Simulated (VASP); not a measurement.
# Nb (P6_3/mmc) in VASP: a series of runs

Runs on Nb. Level: revPBE. Tasks: single point.

Program: VASP 6.6.1. These are calculated values, not measurements. Logs are shortened: lines on timing, memory, paths and dates and some standing lists are left out, and cuts for length are marked.

## Step 1: The cell of the first run

It takes space group P6_3/mmc (No. 194, hexagonal). Conventional cell: a = 2.762 Å, b = 2.762 Å, c = 5.044 Å, α = 90.00°, β = 90.00°, γ = 120.00°. Within 3.6 Å of Nb (site symmetry -6m2) lie 12 Nb at 2.76 to 2.98 Å.

## Step 2: Single point, revPBE (volume scaled by 0.88)

INCAR reads:

```
  PREC = Accurate
  ENCUT = 520
  EDIFF = 1E-6
  ISMEAR = -1
  SIGMA = 0.1
  LREAL = F
  LASPH = T
  NELM = 60
  ALGO = Normal
  ISIF = 2
  LWAVE = F
  LCHARG = F
  GGA = RE
  NBANDS = 20
```

KPOINTS reads:

```
regular mesh
0
Gamma
  14 14 7
```

POSCAR reads:

```
Nb
1.0
    2.7619777701      0.0000000000      0.0000000000
   -1.3809888850      2.3919429136      0.0000000000
    0.0000000000      0.0000000000      5.0439628376
Nb
2
Direct
    0.3333333333      0.6666666667      0.2500000000
    0.6666666667      0.3333333333      0.7500000000
```

Potentials or basis: VASP PAW PBE potentials, release 64 (Nb_sv).

Run with:

```bash
$ cat potpaw_PBE.64/Nb_sv/POTCAR > POTCAR
$ mpirun -np 1 vasp_std > vasp.out
```

OUTCAR:

```text
PREC = Accurate
   ENCUT = 520
   EDIFF = 1E-6
   ISMEAR = -1
   LREAL = F
   LASPH = T
   NELM = 60
   ISIF = 2
   GGA = RE

 ion  position               nearest neighbor table
   1  0.333  0.667  0.250-   2 2.98   2 2.98   2 2.98   2 2.98   2 2.98   2 2.98
   2  0.667  0.333  0.750-   1 2.98   1 2.98   1 2.98   1 2.98   1 2.98   1 2.98

  LATTYP: Found a hexagonal cell.
 ALAT       =     2.7619777701
 C/A-ratio  =     1.8262141326

  Lattice vectors:

 A1 = (   2.7619777701,   0.0000000000,   0.0000000000)
 A2 = (  -1.3809888850,   2.3919429136,   0.0000000000)
 A3 = (   0.0000000000,   0.0000000000,   5.0439628376)

Analysis of symmetry for initial positions (statically):
=====================================================================
 Subroutine PRICEL returns:
 Original cell was already a primitive cell.

 Routine SETGRP: Setting up the symmetry group for a
 hexagonal supercell.

 Subroutine GETGRP returns: Found 24 space group operations
 (whereof 12 operations were pure point group operations)
 out of a pool of 24 trial point group operations.

The static configuration has the point symmetry D_3d.
 The point group associated with its full space group is D_6h.

Analysis of symmetry for dynamics (positions and initial velocities):
=====================================================================
 Subroutine PRICEL returns:
 Original cell was already a primitive cell.

 Routine SETGRP: Setting up the symmetry group for a
 hexagonal supercell.

 Subroutine GETGRP returns: Found 24 space group operations
 (whereof 12 operations were pure point group operations)
 out of a pool of 24 trial point group operations.

The dynamic configuration has the point symmetry D_3d.
 The point group associated with its full space group is D_6h.

 Subroutine INISYM returns: Found 24 space group operations
 (whereof 12 operations are pure point group operations),
 and found     1 'primitive' translations

----------------------------------------------------------------------------------------

                                     Primitive cell

  volume of cell :      33.3229

  direct lattice vectors                    reciprocal lattice vectors
     2.761977770  0.000000000  0.000000000     0.362059395  0.209035089  0.000000000
    -1.380988885  2.391942914  0.000000000     0.000000000  0.418070178  0.000000000
     0.000000000  0.000000000  5.043962838     0.000000000  0.000000000  0.198256814

[... 79 lines left out ...]
   LSORBIT =      F    spin-orbit coupling
   LASPH  =      T    aspherical Exc in radial PAW
   ENCUT  =  520.0 eV  38.22 Ry    6.18 a.u.   5.14  5.14  9.38*2*pi/ulx,y,z
   NELM   =     60;   NELMIN=  2; NELMDL= -5     # of ELM steps
   EDIFF  = 0.1E-05   stopping-criterion for ELM
   LREAL  =      F    real-space projection
   EDIFFG = 0.1E-04   stopping-criterion for IOM
   NSW    =      0    number of steps for IOM
   IBRION =     -1    ionic relax: 0-MD 1-quasi-New 2-CG
   NFREE  =      0    steps in history (QN), initial steepest desc. (CG)
   ISIF   =      2    stress and relaxation
   ISYM   =      2    0-nonsym 1-usesym 2-fastsym
   POTIM  = 0.5000    time-step for ionic-motion
   TEBEG  =    0.0;   TEEND  =   0.0 temperature during run
   PSTRESS=    0.0 pullay stress
   NELECT =      26.0000    total number of electrons
   NUPDOWN=      -1.0000    fix difference up-down
   EMIN   =  10.00;   EMAX   =-10.00  energy-range for DOS
   EFERMI =   0.00;   METHOD = LEGACY
   ISMEAR =    -1;   SIGMA  =   0.10  broadening in eV -4-tet -1-fermi 0-gaus
   EFERMI_NEDOS =   21; number of points for ismear=-14 and -15
   IALGO  =     38    algorithm
   IMIX   =      4    mixing-type and parameters
     AMIX     =   0.40;   BMIX     =  1.00
     AMIX_MAG =   1.60;   BMIX_MAG =  1.00
  volume/ion in A,a.u.               =      16.66       112.44
  Fermi-wavevector in a.u.,A,eV,Ry     =   1.507133  2.848069 30.904963  2.271451
  Thomas-Fermi vector in A             =   2.617759
   LORBIT       =      0    0 simple, 1 ext, 2 COOP (PROOUT), +10 PAW based schemes
   GGA     = RE    functional components
   LHFCALC =     F    Hartree Fock is set to
   AEXX    =    0.0000 exact exchange contribution
   IVDW    =     0    specifies the selected vdW correction
   LEPSILON=     F    determine dielectric tensor
   LRPA    =     F    only Hartree local field effects (RPA)
 non-spin polarized calculation
  energy-cutoff  :      520.00
  volume of cell :       33.32
 maximum number of plane-waves:       910
 NGX is ok and might be reduce to    24
   NGX = 11   NGY = 11   NGZ = 19

 number of electron      26.0000001 magnetization

 Free energy of the ion-electron system (eV)
  ---------------------------------------------------
  ext. energy  EPLUGINS =         0.00000000
  ---------------------------------------------------
  free energy    TOTEN  =       -18.77221712 eV

  energy without entropy =      -18.69193061  energy(sigma->0) =      -18.73207386

 E-fermi :  12.7619     XC(G=0): -12.8466

 val. band max:       12.7558271718   @ k =   0.2143   0.2143   0.0000
 cond. band min:      12.7624387514   @ k =   0.4286   0.1429   0.0000
 fundamental gap:      0.0066115796
 Fermi energy:        12.7618590959

 k-point     1 :       0.0000    0.0000    0.0000
  band No.  band energies     occupation
      1     -41.9278      2.00000
      2     -41.7286      2.00000
      3     -18.6098      2.00000
      4     -17.2748      2.00000
      5     -16.9959      2.00000
      6     -16.9959      2.00000
[... 541 lines left out ...]
     19      21.8340      0.00000
     20      22.2806      0.00000

 [... further k-points ...]

------------------------ aborting loop because EDIFF is reached ----------------------------------------

  FORCE on cell =-STRESS in cart. coord.  units (eV):
  Direction    XX          YY          ZZ          XY          YZ          ZX
  --------------------------------------------------------------------------------------
  -------------------------------------------------------------------------------------
  Total        5.2373041      5.2373041      4.9308428      0.0000000      0.0000000      0.0000000
  in kB      251.8114694    251.8114694    237.0767015      0.0000000      0.0000000      0.0000000
  external PRESSURE =     246.8998801 kB  Pullay stress =       0.0000000 kB

 VOLUME and BASIS-vectors are now :
 -----------------------------------------------------------------------------
  energy-cutoff  :      520.00
  volume of cell :       33.32
      direct lattice vectors                 reciprocal lattice vectors
     2.761977770  0.000000000  0.000000000     0.362059395  0.209035089  0.000000000
    -1.380988885  2.391942914  0.000000000     0.000000000  0.418070178  0.000000000
     0.000000000  0.000000000  5.043962838     0.000000000  0.000000000  0.198256814

 POSITION                                       TOTAL-FORCE (eV/Angst)
 -----------------------------------------------------------------------------------
     -0.00000      1.59463      1.26099        -0.000000      0.000000      0.000000
      1.38099      0.79731      3.78297         0.000000     -0.000000      0.000000
 -----------------------------------------------------------------------------------
    total drift:                                0.000000     -0.000000      0.000000

  FREE ENERGIE OF THE ION-ELECTRON SYSTEM (eV)
  ---------------------------------------------------
  free  energy   TOTEN  =       -18.7722171161 eV

  energy  without entropy=      -18.6919306064  energy(sigma->0) =      -18.73207386
```

stdout:

```text
POSCAR found type information on POSCAR Nb
 POSCAR found :  1 types and       2 ions
 scaLAPACK will be used
 -----------------------------------------------------------------------------
|                                                                             |
|                                                                             |
|     You enforced a specific xc type in the INCAR file but a different       |
|     I HOPE YOU KNOW WHAT YOU ARE DOING!                                     |
|                                                                             |
 -----------------------------------------------------------------------------

 LDA part: xc-table for (Slater+PW92), standard interpolation
 POSCAR, INCAR and KPOINTS ok, starting setup
 FFT: planning ... GRIDC
 FFT: planning ... GRID_SOFT
 FFT: planning ... GRID
 WAVECAR not read
 entering main loop
```

It took 29 s on 1 thread of Intel Xeon 6975P-C (Granite Rapids), shared host; peak memory 0.19 GiB.

Results:

| Item | Value |
| --- | --- |
| Free energy | -18.7722 eV |
| Pressure | 24.7 GPa |
| Band gap on the k mesh | zero (band 13 reaches 14.64 eV, above the bottom of band 14 at 12.00 eV) |

Levels at points of the mesh, in eV from the Fermi level:
```tsv
k point	band 11	band 12	band 13	band 14	band 15	band 16
(0.00, 0.00, 0.00)	-1.22	0.25	0.25	0.77	0.77	0.80
(0.50, 0.00, 0.00)	-3.67	-0.66	0.42	0.50	0.69	5.08
```

Caveat: the PAW data sets were made with another functional, which shifts forces and pressure a little.

## Step 3: Single point, revPBE (volume scaled by 0.92)

INCAR reads:

```
SYSTEM = Nb
  PREC = Accurate
  ENCUT = 520
  EDIFF = 1E-6
  ISMEAR = -1
  SIGMA = 0.1
  LREAL = .False.
  LASPH = .True.
  NELM = 80
  ALGO = Normal
  ISIF = 2
  LWAVE = .False.
  LCHARG = .False.
  GGA = RE
  NBANDS = 20
```

KPOINTS reads:

```
Automatic mesh
0
Gamma
  14 14 7
  0 0 0
```

POSCAR reads:

```
Nb
1.0
    2.8032073974      0.0000000000      0.0000000000
   -1.4016036987      2.4276488182      0.0000000000
    0.0000000000      0.0000000000      5.1192569656
Nb
2
Direct
    0.3333333333      0.6666666667      0.2500000000
    0.6666666667      0.3333333333      0.7500000000
```

Potentials or basis: VASP PAW PBE potentials, release 64 (Nb_sv).

Run with:

```bash
$ cat potpaw_PBE.64/Nb_sv/POTCAR > POTCAR
$ mpirun -np 1 vasp_std > vasp.out
```

It took 27 s on 1 thread of Intel Xeon 6975P-C (Granite Rapids), shared host; peak memory 0.19 GiB.

The run converged. Its results:

* Free energy: -18.9578 eV
* Pressure: 14.7 GPa
* Band gap on the k mesh: zero (band 13 reaches 13.84 eV, above the bottom of band 14 at 11.41 eV)

Stress tensor (GPa, compression positive):
```
14.94  0.00  0.00
 0.00 14.94  0.00
 0.00  0.00 14.11
```

Levels at points of the mesh, in eV from the Fermi level:
```
           k point  band 11  band 12  band 13  band 14  band 15  band 16
(0.00, 0.00, 0.00)    -1.11     0.29     0.29     0.63     0.77     0.77
(0.50, 0.00, 0.00)    -3.52    -0.60     0.40     0.41     0.72     4.82
```

Caveat: the PAW data sets were made with another functional, which shifts forces and pressure a little.

## Step 4: Single point, revPBE (volume scaled by 0.96)

INCAR reads:

```
SYSTEM = Nb
ALGO     = Normal         ! electronic algorithm
EDIFF    = 1E-7           ! SCF threshold, eV
ENCUT    = 520            ! plane-wave cutoff, eV
GGA      = RE             ! functional
ISIF     = 2              ! what is computed and relaxed
ISMEAR   = -1             ! smearing method
LASPH    = .TRUE.         ! aspherical terms in the spheres
LCHARG   = .FALSE.        ! write CHGCAR
LREAL    = .FALSE.        ! projectors in reciprocal space
LWAVE    = .FALSE.        ! write WAVECAR
NBANDS   = 20             ! bands
NELM     = 60             ! most SCF steps
PREC     = Accurate       ! precision mode
SIGMA    = 0.1            ! smearing width, eV
```

KPOINTS reads:

```
k-points
0
G
  14 14 7
  0 0 0
```

POSCAR reads:

```
Nb
1.0
    2.8432586285      0.0000000000      0.0000000000
   -1.4216293142      2.4623342018      0.0000000000
    0.0000000000      0.0000000000      5.1923990899
Nb
2
Direct
    0.3333333333      0.6666666667      0.2500000000
    0.6666666667      0.3333333333      0.7500000000
```

Run with:

```bash
$ cat potpaw_PBE.64/Nb_sv/POTCAR > POTCAR
$ mpirun -np 1 vasp_std > vasp.out
```

It took 28 s on 1 thread of Intel Xeon 6975P-C (Granite Rapids), shared host; peak memory 0.2 GiB.

Results (log left out):

```
Free energy            : -19.0572 eV
Pressure               : 6.4 GPa
Band gap on the k mesh : zero (band 13 reaches 13.11 eV, above the bottom of band 14 at 10.85 eV)
```

Stress tensor (GPa, compression positive):
```
6.49 0.00 0.00
0.00 6.49 0.00
0.00 0.00 6.20
```

Levels at points of the mesh, in eV from the Fermi level:
```
           k point  band 11  band 12  band 13  band 14  band 15  band 16
(0.00, 0.00, 0.00)    -1.02     0.31     0.31     0.50     0.77     0.77
(0.50, 0.00, 0.00)    -3.36    -0.55     0.31     0.39     0.73     4.58
```

Caveat: the PAW data sets were made with another functional, which shifts forces and pressure a little.

## Step 5: Summary

```tsv
cell	gap on the mesh (eV)	pressure (GPa)
a = 2.762, b = 2.762, c = 5.044 Å, angles 90.0, 90.0, 120.0°, 2 atoms	none	24.7
a = 2.803, b = 2.803, c = 5.119 Å, angles 90.0, 90.0, 120.0°, 2 atoms	none	14.7
a = 2.843, b = 2.843, c = 5.192 Å, angles 90.0, 90.0, 120.0°, 2 atoms	none	6.4
```

Alike in all rows: task single point; level revPBE; potentials or basis VASP PAW PBE potentials, release 64 (Nb_sv); no spin polarisation; k mesh 14 × 14 × 7; cutoff (eV) 520; smearing fermi-dirac 0.1 eV.

Caveats: the PAW data sets were made with another functional, which shifts forces and pressure a little.

Total energies depend on the potentials used, so only differences within one code and one set of settings carry meaning.
